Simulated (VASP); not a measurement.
Input of a VASP 6.6.1 run:

File INCAR:

```
SYSTEM = H4C10Cl
PREC     = Accurate       ! precision mode
ENCUT    = 520            ! plane-wave cutoff, eV
EDIFF    = 1E-7           ! SCF threshold, eV
ISMEAR   = -1             ! smearing method
SIGMA    = 0.05           ! smearing width, eV
LREAL    = Auto         
LASPH    = .True.         ! aspherical terms in the spheres
NELM     = 80             ! most SCF steps
ALGO     = Normal         ! electronic algorithm
ISIF     = 2              ! what is computed and relaxed
LWAVE    = .False.        ! write WAVECAR
LCHARG   = .False.        ! write CHGCAR
GGA      = PE             ! functional
NBANDS   = 72             ! bands
```

KPOINTS

```
Automatic mesh
0
Gamma
  2 2 1
  0 0 0
```

The input POSCAR:

```
H4C10Cl
1.0
    5.0487420000      0.0000000000      0.0000000000
    0.0000000000      5.0487420000      0.0000000000
    0.0000000000      0.0000000000     17.1647000000
H C Cl
8 20 2
Direct
    0.4277897346      0.0000000000      0.0582591015
    0.0722160095      0.0000000000      0.0582591015
    0.9277954786      0.0000000000      0.0582591015
    0.5722217535      0.0000000000      0.0582591015
    0.4277897346      0.5000057440      0.0582591015
    0.0722160095      0.5000057440      0.0582591015
    0.9277954786      0.5000057440      0.0582591015
    0.5722217535      0.5000057440      0.0582591015
    0.2500028720      0.0000000000      0.0952361533
    0.7500086160      0.0000000000      0.0952361533
    0.2500028720      0.5000057440      0.0952361533
    0.7500086160      0.5000057440      0.0952361533
    0.2500028720      0.2500028720      0.1472324014
    0.7500086160      0.2500028720      0.1472324014
    0.2500028720      0.7500086160      0.1472324014
    0.7500086160      0.7500086160      0.1472324014
   -0.0038227345      0.2550140213      0.1960010953
    0.4964008856      0.2476260423      0.1954884152
   -0.0038821552      0.7359853207      0.2033417421
    0.5154155233      0.7599714939      0.2142128904
   -0.0062391780      0.0183610095      0.2586121517
    0.4875670018      0.0240257870      0.2625679447
    0.0098242295      0.4810703340      0.2506306548
    0.5121077686      0.4992134674      0.2540446381
    0.2511516730      0.1259917817      0.2988109317
    0.7464235645      0.1078684552      0.3010247776
    0.2562024362      0.3894831623      0.2909051717
    0.7554753243      0.3941774010      0.2958047621
    0.0686903787     -0.0300470890      0.5543586547
    0.3919788335      0.1876705128      0.5455848340
```

Potentials or basis: VASP PAW PBE potentials, release 64 (H, C, Cl).

Run with:

```bash
$ cat potpaw_PBE.64/H/POTCAR potpaw_PBE.64/C/POTCAR potpaw_PBE.64/Cl/POTCAR > POTCAR
$ mpirun -np 1 vasp_std > vasp.out
```

What does it give for the largest force?

8.904 eV/Å.

Predict the band gap on the k mesh.

0.31 eV (least direct gap 0.48 eV).

Forces on the atoms (eV/Å):
```
H   -8.902 -0.034  0.035
H    8.852 -0.080 -0.006
H   -8.864 -0.090 -0.002
H    8.874 -0.050  0.071
H   -8.904  0.014 -0.025
H    8.853  0.091  0.039
H   -8.826  0.136  0.094
H    8.887  0.008 -0.021
C    0.025 -0.267  1.437
C    0.155 -0.189  1.354
C    0.533  0.257  1.334
C   -0.683  0.171  1.308
C   -0.527 -0.298 -2.714
C   -0.562 -0.335 -2.611
C   -0.102  0.161  1.513
C    0.404  0.394  1.825
C    0.477 -2.510 -1.127
C    1.261  0.660 -0.126
C    1.505  2.723  0.393
C   -2.342 -0.051 -3.075
C    0.634  0.024 -1.021
C    3.456 -0.620 -2.177
C   -1.800  0.309  2.046
C   -0.899 -2.735  1.896
C   -2.065 -1.890  0.006
C    0.219  2.789 -0.873
C    0.101  2.756  0.685
C    0.240 -1.342 -0.266
Cl  -0.491 -0.347  0.052
Cl   0.492  0.345 -0.045
```

Caveat: the k points lie up to 0.62 Å⁻¹ apart.
